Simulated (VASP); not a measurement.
# Al (Fm-3m) in VASP: further runs

The runs below take Al through single point, relaxation of cell and atoms, with r2SCAN, PBE, LDA, HSE06.

Program: VASP 6.6.1. These are calculated values, not measurements. Logs are shortened: lines on timing, memory, paths and dates and some standing lists are left out, and cuts for length are marked.

## 1. The cell of the first run

Symmetry: Fm-3m, No. 225, cubic system. The conventional cell has a = 3.993 Å, b = 3.993 Å, c = 3.993 Å, α = 90.00°, β = 90.00°, γ = 90.00°. Within 3.7 Å of Al (site symmetry m-3m) lie 12 Al at 2.82 Å.

## 2. Single point, r2SCAN

POSCAR

```
Al
1.0
    0.0000000000      1.9963843917      1.9963843917
    1.9963843917      0.0000000000      1.9963843917
    1.9963843917      1.9963843917      0.0000000000
Al
1
Direct
    0.0000000000      0.0000000000      0.0000000000
```

INCAR.step1

```
PREC = Accurate
ENCUT = 520
ISMEAR = -1
SIGMA = 0.05
LREAL = False
LASPH = True
NELM = 60
NBANDS = 8
GGA = PE
ALGO = Normal
EDIFF = 1E-4
LWAVE = True
LCHARG = False
```

INCAR.step2

```
PREC = Accurate
ENCUT = 520
EDIFF = 1E-6
ISMEAR = -1
SIGMA = 0.05
LREAL = False
LASPH = True
NELM = 60
ALGO = Normal
ISIF = 2
LWAVE = False
LCHARG = False
METAGGA = R2SCAN
LMIXTAU = True
NBANDS = 8
ISTART = 1
```

KPOINTS

```
regular mesh
0
Gamma
  16 16 16
```

Potentials or basis: VASP PAW PBE potentials, release 64 (Al).

On the command line:

```bash
cat potpaw_PBE.64/Al/POTCAR > POTCAR
cp INCAR.step1 INCAR
mpirun -np 1 vasp_std > vasp.out
cp INCAR.step2 INCAR
mpirun -np 1 vasp_std > vasp.out
```

OUTCAR:

```text
PREC = Accurate
   ENCUT = 520
   EDIFF = 1E-6
   ISMEAR = -1
   LREAL = False
   LASPH = True
   NELM = 60
   ISIF = 2
   METAGGA = R2SCAN
   ISTART = 1

 ion  position               nearest neighbor table
   1  0.000  0.000  0.000-

  LATTYP: Found a face centered cubic cell.
 ALAT       =     3.9927687834

  Lattice vectors:

 A1 = (   0.0000000000,   1.9963843917,   1.9963843917)
 A2 = (   1.9963843917,   0.0000000000,   1.9963843917)
 A3 = (   1.9963843917,   1.9963843917,   0.0000000000)

Analysis of symmetry for initial positions (statically):
=====================================================================
 Subroutine PRICEL returns:
 Original cell was already a primitive cell.

 Routine SETGRP: Setting up the symmetry group for a
 face centered cubic supercell.

 Subroutine GETGRP returns: Found 48 space group operations
 (whereof 48 operations were pure point group operations)
 out of a pool of 48 trial point group operations.

The static configuration has the point symmetry O_h .

Analysis of symmetry for dynamics (positions and initial velocities):
=====================================================================
 Subroutine PRICEL returns:
 Original cell was already a primitive cell.

 Routine SETGRP: Setting up the symmetry group for a
 face centered cubic supercell.

 Subroutine GETGRP returns: Found 48 space group operations
 (whereof 48 operations were pure point group operations)
 out of a pool of 48 trial point group operations.

The dynamic configuration has the point symmetry O_h .

 Subroutine INISYM returns: Found 48 space group operations
 (whereof 48 operations are pure point group operations),
 and found     1 'primitive' translations

----------------------------------------------------------------------------------------

                                     Primitive cell

  volume of cell :      15.9134

  direct lattice vectors                    reciprocal lattice vectors
     0.000000000  1.996384392  1.996384392    -0.250452770  0.250452770  0.250452770
     1.996384392  0.000000000  1.996384392     0.250452770 -0.250452770  0.250452770
     1.996384392  1.996384392  0.000000000     0.250452770  0.250452770 -0.250452770

  length of vectors
     2.823313882  2.823313882  2.823313882     0.433796922  0.433796922  0.433796922

  position of ions in fractional coordinates (direct lattice)
     0.000000000  0.000000000  0.000000000

  ion indices of the primitive-cell ions
   primitive index   ion index
                 1           1

----------------------------------------------------------------------------------------

 KPOINTS: regular mesh

Automatic generation of k-mesh.
 Grid dimensions read from file:
 generate k-points for:   16   16   16

 Generating k-lattice:

  Cartesian coordinates                     Fractional coordinates (reciprocal lattice)
    -0.015653298  0.015653298  0.015653298     0.062500000  0.000000000  0.000000000
     0.015653298 -0.015653298  0.015653298     0.000000000  0.062500000  0.000000000
     0.015653298  0.015653298 -0.015653298     0.000000000  0.000000000  0.062500000

  Length of vectors
     0.027112308  0.027112308  0.027112308

  Shift w.r.t. Gamma in fractional coordinates (k-lattice)
     0.000000000  0.000000000  0.000000000

 Subroutine IBZKPT returns following result:
 ===========================================

 Found    145 irreducible k-points:

 Following reciprocal coordinates:
            Coordinates               Weight
  0.000000  0.000000  0.000000      1.000000
  0.062500  0.000000  0.000000      8.000000
  0.125000  0.000000  0.000000      8.000000
  0.187500  0.000000  0.000000      8.000000
  0.250000  0.000000  0.000000      8.000000
  0.312500  0.000000  0.000000      8.000000
[... 16 lines left out ...]
 -0.125000  0.062500  0.000000     24.000000
 -0.062500  0.062500  0.000000     12.000000
 [... further k-points ...]
   k-points           NKPTS =    145   k-points in BZ     NKDIM =    145   number of bands    NBANDS=      8
   number of dos      NEDOS =    301   number of ions     NIONS =      1
   total plane-waves  NPLWV =  13824
   dimension x,y,z NGX =    24 NGY =   24 NGZ =   24
   dimension x,y,z NGXF=    48 NGYF=   48 NGZF=   48
   ions per type =               1
   NGX,Y,Z   is equivalent  to a cutoff of  14.13, 14.13, 14.13 a.u.
   NGXF,Y,Z  is equivalent  to a cutoff of  28.26, 28.26, 28.26 a.u.
 SYSTEM =  unknown system
   PREC   = accura    normal or accurate (medium, high low for compatibility)
   ISTART =      1    job   : 0-new  1-cont  2-samecut
   ICHARG =      0    charge: 1-file 2-atom 10-const
   ISPIN  =      1    spin polarized calculation?
   LNONCOLLINEAR =      F non collinear calculations
   LSORBIT =      F    spin-orbit coupling
   LASPH  =      T    aspherical Exc in radial PAW
   ENCUT  =  520.0 eV  38.22 Ry    6.18 a.u.   5.25  5.25  5.25*2*pi/ulx,y,z
   NELM   =     60;   NELMIN=  2; NELMDL=  0     # of ELM steps
   EDIFF  = 0.1E-05   stopping-criterion for ELM
   LREAL  =      F    real-space projection
   EDIFFG = 0.1E-04   stopping-criterion for IOM
   NSW    =      0    number of steps for IOM
   IBRION =     -1    ionic relax: 0-MD 1-quasi-New 2-CG
   NFREE  =      0    steps in history (QN), initial steepest desc. (CG)
   ISIF   =      2    stress and relaxation
   ISYM   =      2    0-nonsym 1-usesym 2-fastsym
   POTIM  = 0.5000    time-step for ionic-motion
   TEBEG  =    0.0;   TEEND  =   0.0 temperature during run
   PSTRESS=    0.0 pullay stress
   NELECT =       3.0000    total number of electrons
   NUPDOWN=      -1.0000    fix difference up-down
   EMIN   =  10.00;   EMAX   =-10.00  energy-range for DOS
   EFERMI =   0.00;   METHOD = LEGACY
   ISMEAR =    -1;   SIGMA  =   0.05  broadening in eV -4-tet -1-fermi 0-gaus
   EFERMI_NEDOS =   21; number of points for ismear=-14 and -15
   IALGO  =     38    algorithm
   IMIX   =      4    mixing-type and parameters
     AMIX     =   0.40;   BMIX     =  1.00
     AMIX_MAG =   1.60;   BMIX_MAG =  1.00
  volume/ion in A,a.u.               =      15.91       107.39
  Fermi-wavevector in a.u.,A,eV,Ry     =   0.938702  1.773890 11.988930  0.881161
  Thomas-Fermi vector in A             =   2.065940
   LORBIT       =      0    0 simple, 1 ext, 2 COOP (PROOUT), +10 PAW based schemes
   METAGGA = R2SCAN    functional components
   LHFCALC =     F    Hartree Fock is set to
   AEXX    =    0.0000 exact exchange contribution
   IVDW    =     0    specifies the selected vdW correction
   LEPSILON=     F    determine dielectric tensor
   LRPA    =     F    only Hartree local field effects (RPA)
 non-spin polarized calculation
  energy-cutoff  :      520.00
  volume of cell :       15.91
 maximum number of plane-waves:       444
 NGX is ok and might be reduce to    24
   NGX = 11   NGY = 11   NGZ = 11

 number of electron       3.0000000 magnetization

 Free energy of the ion-electron system (eV)
  ---------------------------------------------------
  ext. energy  EPLUGINS =         0.00000000
  ---------------------------------------------------
  free energy    TOTEN  =        -6.74469833 eV

  energy without entropy =       -6.74248056  energy(sigma->0) =       -6.74358944

 E-fermi :   8.4347     XC(G=0): -11.0422

 val. band max:        8.4083182045   @ k =  -0.3125   0.4375   0.1250
 cond. band min:       8.5360590756   @ k =   0.5000   0.2500   0.1250
 fundamental gap:      0.1277408711
 Fermi energy:         8.4347263833

 k-point     1 :       0.0000    0.0000    0.0000
  band No.  band energies     occupation
      1      -3.6992      2.00000
      2      21.9286      0.00000
      3      21.9286      0.00000
      4      21.9286      0.00000
      5      24.1258      0.00000
      6      24.1258      0.00000
      7      24.1258      0.00000
      8      26.0251      0.00000

 k-point     2 :       0.0625    0.0000    0.0000
  band No.  band energies     occupation
      1      -3.5837      2.00000
      2      20.1115      0.00000
      3      21.6161      0.00000
      4      21.6161      0.00000
      5      24.6027      0.00000
      6      24.6229      0.00000
      7      24.6229      0.00000
      8      27.2816      0.00000

 k-point     3 :       0.1250    0.0000    0.0000
  band No.  band energies     occupation
      1      -3.2376      2.00000
      2      17.4078      0.00000
      3      21.0735      0.00000
      4      21.0735      0.00000
      5      24.5070      0.00000
      6      25.6747      0.00000
      7      25.6747      0.00000
      8      27.4687      0.00000

 k-point     4 :       0.1875    0.0000    0.0000
  band No.  band energies     occupation
      1      -2.6627      2.00000
      2      14.7110      0.00000
      3      20.6074      0.00000
      4      20.6074      0.00000
      5      24.2567      0.00000
      6      25.7521      0.00000
      7      25.7521      0.00000
      8      27.3797      0.00000

 k-point     5 :       0.2500    0.0000    0.0000
  band No.  band energies     occupation
      1      -1.8618      2.00000
      2      12.1338      0.00000
      3      20.2941      0.00000
      4      20.2941      0.00000
      5      24.0561      0.00000
      6      24.5021      0.00000
      7      24.5021      0.00000
      8      28.8431      0.00000

 k-point     6 :       0.3125    0.0000    0.0000
  band No.  band energies     occupation
      1      -0.8389      2.00000
      2       9.7138      0.00000
      3      20.1550      0.00000
      4      20.1550      0.00000
      5      23.3382      0.00000
      6      23.3382      0.00000
      7      23.9872      0.00000
      8      27.6790      0.00000

 k-point     7 :       0.3750    0.0000    0.0000
  band No.  band energies     occupation
      1       0.4006      2.00000
      2       7.4706      2.00000
      3      20.1961      0.00000
      4      20.1961      0.00000
      5      22.3487      0.00000
      6      22.3487      0.00000
      7      24.0866      0.00000
      8      26.6428      0.00000
[... 133 lines left out ...]
 k-point    20 :      -0.3125    0.0625    0.0000
  band No.  band energies     occupation
      1      -0.3492      2.00000
      2       9.0344      0.00001
      3      18.0616      0.00000
      4      21.5233      0.00000
      5      21.7902      0.00000
      6      23.3479      0.00000
      7      24.8738      0.00000
      8      28.3785      0.00000

 k-point    21 :      -0.2500    0.0625    0.0000
  band No.  band energies     occupation
      1      -1.4441      2.00000
      2      11.3893      0.00000
      3      18.1577      0.00000
      4      21.6935      0.00000
      5      22.8086      0.00000
      6      24.4173      0.00000
      7      24.9202      0.00000
      8      28.2499      0.00000

 k-point    22 :      -0.1875    0.0625    0.0000
  band No.  band energies     occupation
      1      -2.3189      2.00000
      2      13.8996      0.00000
      3      18.4519      0.00000
      4      21.9081      0.00000
      5      24.0985      0.00000
      6      24.9211      0.00000
      7      25.8028      0.00000
      8      26.5900      0.00000

 k-point    23 :      -0.1250    0.0625    0.0000
  band No.  band energies     occupation
      1      -2.9690      2.00000
      2      16.5121      0.00000
      3      18.9562      0.00000
      4      22.1933      0.00000
      5      24.9460      0.00000
      6      25.1020      0.00000
      7      25.8357      0.00000
      8      26.7679      0.00000

 k-point    24 :      -0.0625    0.0625    0.0000
  band No.  band energies     occupation
      1      -3.3913      2.00000
      2      18.9263      0.00000
      3      19.8599      0.00000
      4      22.2281      0.00000
      5      24.3352      0.00000
      6      25.0391      0.00000
      7      25.7048      0.00000
      8      27.2719      0.00000

 [... further k-points ...]

------------------------ aborting loop because EDIFF is reached ----------------------------------------

  FORCE on cell =-STRESS in cart. coord.  units (eV):
  Direction    XX          YY          ZZ          XY          YZ          ZX
  --------------------------------------------------------------------------------------
  -------------------------------------------------------------------------------------
  Total       -0.0229405     -0.0229405     -0.0229405     -0.0000000     -0.0000000     -0.0000000
  in kB       -2.3096749     -2.3096749     -2.3096749     -0.0000000     -0.0000000     -0.0000000
  external PRESSURE =      -2.3096749 kB  Pullay stress =       0.0000000 kB

 VOLUME and BASIS-vectors are now :
 -----------------------------------------------------------------------------
  energy-cutoff  :      520.00
  volume of cell :       15.91
      direct lattice vectors                 reciprocal lattice vectors
     0.000000000  1.996384392  1.996384392    -0.250452770  0.250452770  0.250452770
     1.996384392  0.000000000  1.996384392     0.250452770 -0.250452770  0.250452770
     1.996384392  1.996384392  0.000000000     0.250452770  0.250452770 -0.250452770

 POSITION                                       TOTAL-FORCE (eV/Angst)
 -----------------------------------------------------------------------------------
      0.00000      0.00000      0.00000         0.000000      0.000000     -0.000000
 -----------------------------------------------------------------------------------
    total drift:                               -0.000000      0.000000      0.000000

  FREE ENERGIE OF THE ION-ELECTRON SYSTEM (eV)
  ---------------------------------------------------
  free  energy   TOTEN  =        -6.7446983267 eV

  energy  without entropy=       -6.7424805628  energy(sigma->0) =       -6.74358944
```

Wall time 42 s (1 thread of Intel Xeon 6975P-C, shared host); peak memory 0.14 GiB.

What came out:

| Property | Result |
| --- | --- |
| Free energy | -6.7447 eV |
| Pressure | -0.2 GPa |

Caveat: the PAW data sets were made with another functional, which shifts forces and pressure a little.

[end of part 1 of 3]
